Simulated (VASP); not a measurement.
Here is a VASP 6.6.1 calculation.

The input INCAR:

```
SYSTEM = Si
PREC = Accurate
ENCUT = 520
EDIFF = 1E-7
ISMEAR = 0
SIGMA = 0.05
LREAL = .False.
LASPH = .True.
NELM = 100
ALGO = Normal
ISIF = 2
LWAVE = .False.
LCHARG = .True.
GGA = CA
LELF = .True.
LVHAR = .True.
NBANDS = 11
```

File KPOINTS:

```
Automatic mesh
0
Gamma
  12 12 12
  0 0 0
```

File POSCAR:

```
Si
1.0
    0.0000000000      2.6568825483      2.6568825483
    2.6568825483      0.0000000000      2.6568825483
    2.6568825483      2.6568825483      0.0000000000
Si
2
Direct
    0.5000000000      0.5000000000      0.5000000000
    0.7500000000      0.7500000000      0.7500000000
```

Potentials or basis: VASP PAW LDA potentials, release 64 (Si).

Command:

```console
$ cat potpaw_LDA.64/Si/POTCAR > POTCAR
$ mpirun -np 1 vasp_std > vasp.out
```

Problem. Predict the band gap on the k mesh.

Solution. 0.35 eV, indirect (least direct gap 2.55 eV).

Problem. Estimate the pressure.

Solution. 5.4 GPa.

 A k mesh can miss the band edges.
